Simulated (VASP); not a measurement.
# La (Pm-3m) in VASP: notebook

The runs below take La through single point, with PBEsol.

All numbers are computed with VASP 6.6.1; they aren't measurements. Logs are shortened: lines on timing, memory, paths and dates and some standing lists are left out, and cuts for length are marked.

### 1 The cell of the first run

Symmetry: Pm-3m, No. 221, cubic system. The conventional cell has a = 2.986 Å, b = 2.986 Å, c = 2.986 Å, α = 90.00°, β = 90.00°, γ = 90.00°. Within 3.9 Å of La (site symmetry m-3m) lie 6 La at 2.99 Å.

### 2 Single point, PBEsol

File INCAR:

```
SYSTEM = La
PREC = Accurate
ENCUT = 520
EDIFF = 1E-7
ISMEAR = 1
SIGMA = 0.1
LREAL = .False.
LASPH = .True.
NELM = 100
ALGO = Normal
ISIF = 2
LWAVE = .False.
LCHARG = .False.
GGA = PS
NBANDS = 12
```

File KPOINTS:

```
Automatic mesh
0
Gamma
  5 5 5
  0 0 0
```

File POSCAR:

```
La
1.0
    2.9862160031      0.0000000000      0.0000000000
    0.0000000000      2.9862160031      0.0000000000
    0.0000000000      0.0000000000      2.9862160031
La
1
Direct
    0.0000000000      0.0000000000      0.0000000000
```

Potentials or basis: VASP PAW PBE potentials, release 64 (La).

On the command line:

```sh
$ cat potpaw_PBE.64/La/POTCAR > POTCAR
$ mpirun -np 1 vasp_std > vasp.out
```

OUTCAR:

```text
SYSTEM = La
   PREC = Accurate
   ENCUT = 520
   EDIFF = 1E-7
   ISMEAR = 1
   LREAL = .False.
   LASPH = .True.
   NELM = 100
   ISIF = 2
   GGA = PS

 ion  position               nearest neighbor table
   1  0.000  0.000  0.000-

  LATTYP: Found a simple cubic cell.
 ALAT       =     2.9862160031

  Lattice vectors:

 A1 = (   2.9862160031,   0.0000000000,   0.0000000000)
 A2 = (   0.0000000000,   2.9862160031,   0.0000000000)
 A3 = (   0.0000000000,   0.0000000000,   2.9862160031)

Analysis of symmetry for initial positions (statically):
=====================================================================
 Subroutine PRICEL returns:
 Original cell was already a primitive cell.

 Routine SETGRP: Setting up the symmetry group for a
 simple cubic supercell.

 Subroutine GETGRP returns: Found 48 space group operations
 (whereof 48 operations were pure point group operations)
 out of a pool of 48 trial point group operations.

The static configuration has the point symmetry O_h .

Analysis of symmetry for dynamics (positions and initial velocities):
=====================================================================
 Subroutine PRICEL returns:
 Original cell was already a primitive cell.

 Routine SETGRP: Setting up the symmetry group for a
 simple cubic supercell.

 Subroutine GETGRP returns: Found 48 space group operations
 (whereof 48 operations were pure point group operations)
 out of a pool of 48 trial point group operations.

The dynamic configuration has the point symmetry O_h .

 Subroutine INISYM returns: Found 48 space group operations
 (whereof 48 operations are pure point group operations),
 and found     1 'primitive' translations

----------------------------------------------------------------------------------------

                                     Primitive cell

  volume of cell :      26.6295

  direct lattice vectors                    reciprocal lattice vectors
     2.986216003  0.000000000  0.000000000     0.334871958  0.000000000  0.000000000
     0.000000000  2.986216003  0.000000000     0.000000000  0.334871958  0.000000000
     0.000000000  0.000000000  2.986216003     0.000000000  0.000000000  0.334871958

  length of vectors
     2.986216003  2.986216003  2.986216003     0.334871958  0.334871958  0.334871958

  position of ions in fractional coordinates (direct lattice)
     0.000000000  0.000000000  0.000000000

  ion indices of the primitive-cell ions
   primitive index   ion index
                 1           1

----------------------------------------------------------------------------------------

 KPOINTS: Automatic mesh

Automatic generation of k-mesh.
 Grid dimensions read from file:
 generate k-points for:    5    5    5

 Generating k-lattice:

  Cartesian coordinates                     Fractional coordinates (reciprocal lattice)
     0.066974392  0.000000000  0.000000000     0.200000000  0.000000000  0.000000000
     0.000000000  0.066974392  0.000000000     0.000000000  0.200000000  0.000000000
     0.000000000  0.000000000  0.066974392     0.000000000  0.000000000  0.200000000

  Length of vectors
     0.066974392  0.066974392  0.066974392

  Shift w.r.t. Gamma in fractional coordinates (k-lattice)
     0.000000000  0.000000000  0.000000000

 Subroutine IBZKPT returns following result:
 ===========================================

 Found     10 irreducible k-points:

 Following reciprocal coordinates:
            Coordinates               Weight
  0.000000  0.000000  0.000000      1.000000
  0.200000  0.000000  0.000000      6.000000
  0.400000  0.000000  0.000000      6.000000
  0.200000  0.200000  0.000000     12.000000
  0.400000  0.200000  0.000000     24.000000
  0.400000  0.400000  0.000000     12.000000
  0.200000  0.200000  0.200000      8.000000
  0.400000  0.200000  0.200000     24.000000
  0.400000  0.400000  0.200000     24.000000
  0.400000  0.400000  0.400000      8.000000
   k-points           NKPTS =     10   k-points in BZ     NKDIM =     10   number of bands    NBANDS=     12
   number of dos      NEDOS =    301   number of ions     NIONS =      1
   total plane-waves  NPLWV =  13824
   dimension x,y,z NGX =    24 NGY =   24 NGZ =   24
   dimension x,y,z NGXF=    48 NGYF=   48 NGZF=   48
   ions per type =               1
   NGX,Y,Z   is equivalent  to a cutoff of  13.36, 13.36, 13.36 a.u.
   NGXF,Y,Z  is equivalent  to a cutoff of  26.72, 26.72, 26.72 a.u.
 SYSTEM =  La
   PREC   = accura    normal or accurate (medium, high low for compatibility)
   ISTART =      0    job   : 0-new  1-cont  2-samecut
   ICHARG =      2    charge: 1-file 2-atom 10-const
   ISPIN  =      1    spin polarized calculation?
   LNONCOLLINEAR =      F non collinear calculations
   LSORBIT =      F    spin-orbit coupling
   LASPH  =      T    aspherical Exc in radial PAW
   ENCUT  =  520.0 eV  38.22 Ry    6.18 a.u.   5.55  5.55  5.55*2*pi/ulx,y,z
   NELM   =    100;   NELMIN=  2; NELMDL= -5     # of ELM steps
   EDIFF  = 0.1E-06   stopping-criterion for ELM
   LREAL  =      F    real-space projection
   EDIFFG = 0.1E-05   stopping-criterion for IOM
   NSW    =      0    number of steps for IOM
   IBRION =     -1    ionic relax: 0-MD 1-quasi-New 2-CG
   NFREE  =      0    steps in history (QN), initial steepest desc. (CG)
   ISIF   =      2    stress and relaxation
   ISYM   =      2    0-nonsym 1-usesym 2-fastsym
   POTIM  = 0.5000    time-step for ionic-motion
   TEBEG  =    0.0;   TEEND  =   0.0 temperature during run
   PSTRESS=    0.0 pullay stress
   NELECT =      11.0000    total number of electrons
   NUPDOWN=      -1.0000    fix difference up-down
   EMIN   =  10.00;   EMAX   =-10.00  energy-range for DOS
   EFERMI =   0.00;   METHOD = LEGACY
   ISMEAR =     1;   SIGMA  =   0.10  broadening in eV -4-tet -1-fermi 0-gaus
   EFERMI_NEDOS =   21; number of points for ismear=-14 and -15
   IALGO  =     38    algorithm
   IMIX   =      4    mixing-type and parameters
     AMIX     =   0.40;   BMIX     =  1.00
     AMIX_MAG =   1.60;   BMIX_MAG =  1.00
  volume/ion in A,a.u.               =      26.63       179.71
  Fermi-wavevector in a.u.,A,eV,Ry     =   1.219227  2.304005 20.225251  1.486514
  Thomas-Fermi vector in A             =   2.354486
   LORBIT       =      0    0 simple, 1 ext, 2 COOP (PROOUT), +10 PAW based schemes
   GGA     = PS    functional components
   LHFCALC =     F    Hartree Fock is set to
   AEXX    =    0.0000 exact exchange contribution
   IVDW    =     0    specifies the selected vdW correction
   LEPSILON=     F    determine dielectric tensor
   LRPA    =     F    only Hartree local field effects (RPA)
 non-spin polarized calculation
 Methfessel and Paxton  Order N= 1 SIGMA  =   0.10
  energy-cutoff  :      520.00
  volume of cell :       26.63
 maximum number of plane-waves:       739
 NGX is ok and might be reduce to    24
   NGX = 11   NGY = 11   NGZ = 11

 number of electron      10.9999999 magnetization

 Free energy of the ion-electron system (eV)
  ---------------------------------------------------
  ext. energy  EPLUGINS =         0.00000000
  ---------------------------------------------------
  free energy    TOTEN  =        -4.68759237 eV

  energy without entropy =       -4.68490396  energy(sigma->0) =       -4.68669623

 E-fermi :  11.4733     XC(G=0): -11.0610

 val. band max:       11.2401060401   @ k =   0.2000   0.2000   0.2000
 cond. band min:      11.4870582447   @ k =   0.4000   0.2000   0.2000
 fundamental gap:      0.2469522047
 Fermi energy:        11.4733459062

 k-point     1 :       0.0000    0.0000    0.0000
  band No.  band energies     occupation
      1     -21.9456      2.00000
      2      -3.3573      2.00000
      3      -3.3573      2.00000
      4      -3.3573      2.00000
      5       8.9185      2.00000
      6       9.4910      2.00000
      7       9.4910      2.00000
      8      13.8459      0.00000
      9      13.8459      0.00000
     10      13.8459      0.00000
     11      14.3373      0.00000
     12      14.3373      0.00000

 k-point     2 :       0.2000    0.0000    0.0000
  band No.  band energies     occupation
      1     -21.7306      2.00000
      2      -5.0165      2.00000
      3      -3.1959      2.00000
      4      -3.1959      2.00000
      5       9.5849      2.00000
      6       9.8196      2.00000
      7      12.0189     -0.00000
      8      13.6030      0.00000
      9      13.9217      0.00000
     10      13.9217      0.00000
     11      14.0148      0.00000
     12      14.3682      0.00000

 k-point     3 :       0.4000    0.0000    0.0000
  band No.  band energies     occupation
      1     -21.3470      2.00000
      2      -7.0840      2.00000
      3      -2.9197      2.00000
      4      -2.9197      2.00000
      5      10.5361      2.00000
      6      10.8945      2.00000
      7      12.8429     -0.00000
      8      13.0163     -0.00000
      9      14.0954      0.00000
     10      14.0954      0.00000
     11      14.4884      0.00000
     12      14.5751      0.00000
[... 76 lines left out ...]
 k-point     9 :       0.4000    0.4000    0.2000
  band No.  band energies     occupation
      1     -20.5532      2.00000
      2      -6.2682      2.00000
      3      -6.2485      2.00000
      4      -3.9797      2.00000
      5       8.5143      2.00000
      6      11.6538     -0.02848
      7      11.8810     -0.00000
      8      13.6405      0.00000
      9      13.8437      0.00000
     10      14.0593      0.00000
     11      14.3395      0.00000
     12      14.5930      0.00000

 k-point    10 :       0.4000    0.4000    0.4000
  band No.  band energies     occupation
      1     -20.1839      2.00000
      2      -5.9117      2.00000
      3      -5.8935      2.00000
      4      -5.8935      2.00000
      5       9.2551      2.00000
      6       9.8236      2.00000
      7       9.8236      2.00000
      8      13.0679     -0.00000
      9      14.0706      0.00000
     10      14.0706      0.00000
     11      14.2605      0.00000
     12      14.6542      0.00000

------------------------ aborting loop because EDIFF is reached ----------------------------------------

  FORCE on cell =-STRESS in cart. coord.  units (eV):
  Direction    XX          YY          ZZ          XY          YZ          ZX
  --------------------------------------------------------------------------------------
  -------------------------------------------------------------------------------------
  Total        1.6911682      1.6911682      1.6911682      0.0000000      0.0000000     -0.0000000
  in kB      101.7498411    101.7498411    101.7498411      0.0000000      0.0000000     -0.0000000
  external PRESSURE =     101.7498411 kB  Pullay stress =       0.0000000 kB

 VOLUME and BASIS-vectors are now :
 -----------------------------------------------------------------------------
  energy-cutoff  :      520.00
  volume of cell :       26.63
      direct lattice vectors                 reciprocal lattice vectors
     2.986216003  0.000000000  0.000000000     0.334871958  0.000000000  0.000000000
     0.000000000  2.986216003  0.000000000     0.000000000  0.334871958  0.000000000
     0.000000000  0.000000000  2.986216003     0.000000000  0.000000000  0.334871958

 POSITION                                       TOTAL-FORCE (eV/Angst)
 -----------------------------------------------------------------------------------
      0.00000      0.00000      0.00000         0.000000      0.000000      0.000000
 -----------------------------------------------------------------------------------
    total drift:                                0.000000     -0.000000     -0.000000

  FREE ENERGIE OF THE ION-ELECTRON SYSTEM (eV)
  ---------------------------------------------------
  free  energy   TOTEN  =        -4.6875923681 eV

  energy  without entropy=       -4.6849039637  energy(sigma->0) =       -4.68669623
```

Wall time 5.1 s (1 thread of AMD EPYC 9R45 (Zen 5), shared host); peak memory 0.11 GiB.

Results:

```
Free energy : -4.6876 eV
Pressure    : 10.2 GPa
```

Caveat: the k points lie up to 0.42 Å⁻¹ apart; the PAW data sets were made with another functional, which shifts forces and pressure a little; spin-orbit coupling is left out, which moves the levels of the heavy elements.

### 3 Single point, PBEsol

This run uses another cell than the first one, of 23.13 Å³/atom, 0.869 times its volume.

INCAR: that of step 2 with these lines changed.

```diff
@@ -3,3 +3,3 @@
 ENCUT = 520
-EDIFF = 1E-7
+EDIFF = 1E-6
 ISMEAR = 1
@@ -8,3 +8,3 @@
 LASPH = .True.
-NELM = 100
+NELM = 60
 ALGO = Normal
```

File KPOINTS:

```
regular mesh
0
Gamma
  5 5 5
  0 0 0
```

File POSCAR:

```
La
1.0
    2.8493451592      0.0000000000      0.0000000000
    0.0000000000      2.8493451592      0.0000000000
    0.0000000000      0.0000000000      2.8493451592
La
1
Direct
    0.0000000000      0.0000000000      0.0000000000
```

Potentials or basis: VASP PAW PBE potentials, release 64 (La).

On the command line:

```sh
$ cat potpaw_PBE.64/La/POTCAR > POTCAR
$ mpirun -np 1 vasp_std > vasp.out
```

It took 4.3 s on 1 thread of AMD EPYC 9R45 (Zen 5), shared host; peak memory 0.11 GiB.

It converged, with:

```yaml
Free_energy: -4.3521 eV
Pressure: 21.2 GPa
```

Levels at points of the mesh, in eV from the Fermi level:
```csv
k point,band 4,band 5,band 6,band 7,band 8,band 9
"(0.00, 0.00, 0.00)",-14.05,-2.12,-2.12,-1.88,2.88,2.88
```

Caveat: the k points lie up to 0.44 Å⁻¹ apart; the PAW data sets were made with another functional, which shifts forces and pressure a little; spin-orbit coupling is left out, which moves the levels of the heavy elements.
